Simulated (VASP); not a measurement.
Input of a VASP 6.6.1 run:

Contents of POSCAR:

```
Bi
1.0
    6.3512512985      0.0000000000      0.0000000000
    0.0000000000      6.3512512985      0.0000000000
    0.0000000000      0.0000000000      6.3512512985
Bi
8
Direct
    0.5000000000      0.5000000000      0.5000000000
    0.0000000000      0.0000000000      0.0000000000
    0.2500000000      0.0000000000      0.5000000000
    0.5000000000      0.2500000000      0.0000000000
    0.5000000000      0.7500000000      0.0000000000
    0.7500000000      0.0000000000      0.5000000000
    0.0000000000      0.5000000000      0.7500000000
    0.0000000000      0.5000000000      0.2500000000
```

File INCAR.step1:

```
SYSTEM = Bi
PREC     = Accurate       ! precision mode
ENCUT    = 520            ! plane-wave cutoff, eV
ISMEAR   = 0              ! smearing method
SIGMA    = 0.1            ! smearing width, eV
LREAL    = .False.        ! projectors in reciprocal space
LASPH    = .True.         ! aspherical terms in the spheres
NELM     = 60             ! most SCF steps
NBANDS   = 70             ! bands
GGA      = PE             ! functional
ALGO     = Normal         ! electronic algorithm
EDIFF    = 1E-4           ! SCF threshold, eV
LWAVE    = .True.         ! write WAVECAR
LCHARG   = .False.        ! write CHGCAR
```

File INCAR.step2:

```
SYSTEM = Bi
PREC     = Accurate       ! precision mode
ENCUT    = 520            ! plane-wave cutoff, eV
EDIFF    = 1E-6           ! SCF threshold, eV
ISMEAR   = 0              ! smearing method
SIGMA    = 0.1            ! smearing width, eV
LREAL    = .False.        ! projectors in reciprocal space
LASPH    = .True.         ! aspherical terms in the spheres
NELM     = 60             ! most SCF steps
ALGO     = Normal         ! electronic algorithm
ISIF     = 2              ! what is computed and relaxed
LWAVE    = .False.        ! write WAVECAR
LCHARG   = .False.        ! write CHGCAR
METAGGA  = R2SCAN         ! meta-GGA
LMIXTAU  = .True.       
NBANDS   = 70             ! bands
ISTART   = 1
```

Contents of KPOINTS:

```
Automatic mesh
0
Gamma
  6 6 6
  0 0 0
```

Potentials or basis: VASP PAW PBE potentials, release 64 (Bi_d).

Run with:

```sh
$ cat potpaw_PBE.64/Bi_d/POTCAR > POTCAR
$ cp INCAR.step1 INCAR
$ mpirun -np 1 vasp_std > vasp.out
$ cp INCAR.step2 INCAR
$ mpirun -np 1 vasp_std > vasp.out
```

Task: What does it give for the band gap on the k mesh?

Result: Zero (bands 60 and 61 overlap by 0.50 eV).

Task: Predict the pressure.

Result: 0.0 GPa.

Caveat: the PAW data sets were made with another functional, which shifts forces and pressure a little; spin-orbit coupling is left out, which moves the levels of the heavy elements.
